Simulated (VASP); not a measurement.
Set up this calculation in VASP 6.6.1, as the native input.

```yaml
Task: single point
Functional: PBE
Potentials_or_basis: VASP PAW PBE potentials, release 64 (Al, H)
Cutoff: 520 eV
k_mesh: 5 × 5 × 1
Occupations: gaussian, width 0.1 eV
Spin: no spin polarisation
Dipole_correction: yes
Further_INCAR_settings: ALGO = Normal; EDIFF = 1e-06; NBANDS = 32
```

The structure of Al6H lies in POSCAR:

```
Al6H
1.0
    5.7135165837      0.0000000000      0.0000000000
    0.0000000000      5.7135165837      0.0000000000
    0.0000000000      0.0000000000     22.1746954375
Al H
12 2
Direct
    0.2500000000      0.2500000000      0.1803857921
    0.2500000000      0.7500000000      0.1803857921
    0.7500000000      0.2500000000      0.1803857921
    0.7500000000      0.7500000000      0.1803857921
    0.0000000000      0.0000000000      0.2744050924
    0.0000000000      0.5000000000      0.2744050924
    0.5000000000      0.0000000000      0.2744050924
    0.5000000000      0.5000000000      0.2744050924
    0.2500000000      0.2500000000      0.3686497278
    0.2500000000      0.7500000000      0.3686497278
    0.7500000000      0.2500000000      0.3686497278
    0.7500000000      0.7500000000      0.3686497278
    0.0000000000     -0.1033514109      0.4033739928
    0.0000000000      0.1033514109      0.4033739928
```

The input as run:

INCAR

```
PREC = Accurate ; ENCUT = 520
EDIFF = 1E-6 ; ISMEAR = 0
SIGMA = 0.1 ; LREAL = F
LASPH = T ; NELM = 60
ALGO = Normal ; ISIF = 2
LWAVE = F ; LCHARG = F
LDIPOL = T ; IDIPOL = 3
DIPOL = 0.5 0.5 0.293 ; GGA = PE
NBANDS = 32
```

KPOINTS

```
Automatic mesh
0
Gamma
  5 5 1
```

Potentials or basis: VASP PAW PBE potentials, release 64 (Al, H).

Launch:

```sh
$ cat potpaw_PBE.64/Al/POTCAR potpaw_PBE.64/H/POTCAR > POTCAR
$ mpirun -np 1 vasp_std > vasp.out
```

It gave:

```
Largest force          : 0.981 eV/Å
Band gap on the k mesh : zero (bands 19 and 20 overlap by 0.76 eV)
```

Run time: 12 min on 1 thread of Intel Xeon 8259CL, with other jobs on the host, peak memory 0.68 GiB.
